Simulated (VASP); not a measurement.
Set up this calculation in VASP 6.6.1, as the native input.

```
Task                   : single point
Functional             : r2SCAN
Potentials or basis    : VASP PAW PBE potentials, release 64 (Pd)
Cutoff                 : 520 eV
k mesh                 : 11 × 11 × 11
Occupations            : fermi-dirac, width 0.05 eV
Spin                   : no spin polarisation
Dipole correction      : no
Further INCAR settings : ALGO = Normal; EDIFF = 1e-06; NBANDS = 11
```

Pd:

```
Pd
1.0
     0.00000    1.95544    1.95544
     1.95544    0.00000    1.95544
     1.95544    1.95544    0.00000
Pd
1
Direct
  0.00000 0.00000 0.00000
```

The input as run:

POSCAR

```
Pd
1.0
    0.0000000000      1.9554363850      1.9554363850
    1.9554363850      0.0000000000      1.9554363850
    1.9554363850      1.9554363850      0.0000000000
Pd
1
Direct
    0.0000000000      0.0000000000      0.0000000000
```

INCAR.step1

```
SYSTEM = Pd
PREC = Accurate
ENCUT = 520
ISMEAR = -1
SIGMA = 0.05
LREAL = .False.
LASPH = .True.
NELM = 100
NBANDS = 11
GGA = PE
ALGO = Normal
EDIFF = 1E-4
LWAVE = .True.
LCHARG = .False.
```

INCAR.step2

```
SYSTEM = Pd
PREC = Accurate
ENCUT = 520
EDIFF = 1E-6
ISMEAR = -1
SIGMA = 0.05
LREAL = .False.
LASPH = .True.
NELM = 100
ALGO = Normal
ISIF = 2
LWAVE = .False.
LCHARG = .False.
METAGGA = R2SCAN
LMIXTAU = .True.
NBANDS = 11
ISTART = 1
```

KPOINTS

```
regular mesh
0
Gamma
  11 11 11
  0 0 0
```

Potentials or basis: VASP PAW PBE potentials, release 64 (Pd).

Command:

```console
$ cat potpaw_PBE.64/Pd/POTCAR > POTCAR
$ cp INCAR.step1 INCAR
$ mpirun -np 1 vasp_std > vasp.out
$ cp INCAR.step2 INCAR
$ mpirun -np 1 vasp_std > vasp.out
```

It gave:

| Property | Result |
| --- | --- |
| Pressure | 0.7 GPa |
| Band gap on the k mesh | zero (band 5 reaches 9.63 eV, above the bottom of band 6 at 8.07 eV) |

Caveat: the PAW data sets were made with another functional, which shifts forces and pressure a little.

It took 21 s on 1 thread of Intel(R) Xeon(R) Platinum 8559C (Emerald Rapids), with other jobs on the host, peak memory 0.15 GiB.
